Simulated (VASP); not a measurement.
Set up this calculation in VASP 6.6.1, as the native input.

```
Task                   : single point
Functional             : PBE
Potentials or basis    : VASP PAW PBE potentials, release 64 (Si, C)
Cutoff                 : 520 eV
k mesh                 : 6 × 6 × 4
Occupations            : gaussian, width 0.01 eV
Spin                   : no spin polarisation
Dipole correction      : no
Further INCAR settings : ALGO = Normal; EDIFF = 1e-07; NBANDS = 16
```

The structure of SiC (Moissanite) lies in POSCAR:

```
SiC
1.0
    3.0760000000      0.0000000000      0.0000000000
   -1.5380000000      2.6638940000      0.0000000000
    0.0000000000      0.0000000000      5.0480000000
Si C
2 2
Direct
    0.3333333333      0.6666666667      0.0000000000
    0.6666666667      0.3333333333      0.5000000000
    0.3333333333      0.6666666667      0.3850000000
    0.6666666667      0.3333333333      0.8850000000
```

The input as run:

INCAR

```
SYSTEM = SiC
PREC = Accurate
ENCUT = 520
EDIFF = 1E-7
ISMEAR = 0
SIGMA = 0.01
LREAL = .FALSE.
LASPH = .TRUE.
NELM = 60
ALGO = Normal
ISIF = 2
LWAVE = .FALSE.
LCHARG = .FALSE.
GGA = PE
NBANDS = 16
```

KPOINTS

```
regular mesh
0
G
  6 6 4
  0 0 0
```

Potentials or basis: VASP PAW PBE potentials, release 64 (Si, C).

Command:

```bash
$ cat potpaw_PBE.64/Si/POTCAR potpaw_PBE.64/C/POTCAR > POTCAR
$ mpirun -np 1 vasp_std > vasp.out
```

Results of the run:

* Pressure: 3.6 GPa
* Largest force: 0.745 eV/Å
* Band gap on the k mesh: 2.32 eV, indirect (least direct gap 4.07 eV)

Run time: 15 s on 1 thread of AMD EPYC 7R13, with other jobs on the host, peak memory 0.12 GiB.
